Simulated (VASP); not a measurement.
# AlN: single point with PBE

The system is AlN.

```
Al N
1.0
     0.00000    2.16019    2.21013
     2.16019    0.00000    2.21013
     2.16019    2.16019    0.00000
Al N
1 1
Direct
  0.00000 0.00000 0.00000
  0.25000 0.25000 0.25000
```

This cell differs from its parent crystal: epitaxial xy strain -1.1%.

| Property | Result |
| --- | --- |
| Program | VASP 6.6.1 |
| Task | single point |
| Functional | PBE |
| Potentials or basis | VASP PAW PBE potentials, release 64 (Al, N) |
| Cutoff | 520 eV |
| k mesh | 10 × 10 × 10 |
| Occupations | fermi-dirac, width 0.02 eV |
| Spin | no spin polarisation |

```
Pressure               : 6.7 GPa
Band gap on the k mesh : 3.26 eV, indirect (least direct gap 4.25 eV)
```

Stress tensor (GPa, compression positive):
```
7.77 0.00 0.00
0.00 7.77 0.00
0.00 0.00 4.57
```

Levels at points of the mesh, in eV from the valence-band top:
```csv
k point,band 1,band 2,band 3,band 4,band 5,band 6,band 7,band 8,band 9
"(0.00, 0.00, 0.00)",-15.07,-0.10,0.00,0.00,4.25,12.62,12.62,12.64,17.33
"(0.50, 0.00, 0.00)",-12.99,-5.93,-0.61,-0.42,7.41,9.90,10.99,11.39,18.06
"(0.50, 0.50, 0.00)",-12.42,-5.11,-1.69,-1.69,3.36,8.87,13.78,15.95,15.95
"(0.50, 0.00, 0.50)",-12.32,-4.89,-1.88,-1.88,3.26,8.52,14.19,15.42,16.11
```

Run time: 6.2 s on 1 thread of Intel(R) Xeon(R) 6975P-C (Granite Rapids) (shared host), peak memory 0.14 GiB.

Caveat: the cell differs from its parent crystal (epitaxial xy strain -1.1%). A k mesh can miss the band edges.
